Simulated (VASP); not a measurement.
Input of a VASP 6.6.1 run:

INCAR

```
SYSTEM = Al
ALGO = Normal
DIPOL = 0.5 0.5 0.500
EDIFF = 1E-7
ENCUT = 520
GGA = PE
IDIPOL = 3
ISIF = 2
ISMEAR = -1
LASPH = .True.
LCHARG = .True.
LDIPOL = .True.
LELF = .True.
LREAL = .False.
LVACPOTAV = .True.
LVHAR = .True.
LWAVE = .False.
NBANDS = 16
NELM = 80
PREC = Accurate
SIGMA = 0.08
```

Contents of KPOINTS:

```
k-points
0
Gamma
  13 9 1
  0 0 0
```

The input POSCAR:

```
Al
1.0
    2.8574853682      0.0000000000      0.0000000000
    0.0000000000      4.0410945620      0.0000000000
    0.0000000000      0.0000000000     21.7150000000
Al
5
Direct
    0.0000000000      0.0000000000      0.3684096079
    0.5000000000      0.5000000000      0.4342048037
    0.0000000000      0.0000000000      0.5000000000
    0.5000000000      0.5000000000      0.5657951963
    0.0000000000      0.0000000000      0.6315903921
```

Potentials or basis: VASP PAW PBE potentials, release 64 (Al).

Run with:

```bash
$ cat potpaw_PBE.64/Al/POTCAR > POTCAR
$ mpirun -np 1 vasp_std > vasp.out
```

(1) Predict the band gap on the k mesh.

(2) Predict the largest force.

Answers

(1) zero (an odd number of electrons rules out a gap without spin polarisation).

(2) 0.310 eV/Å.
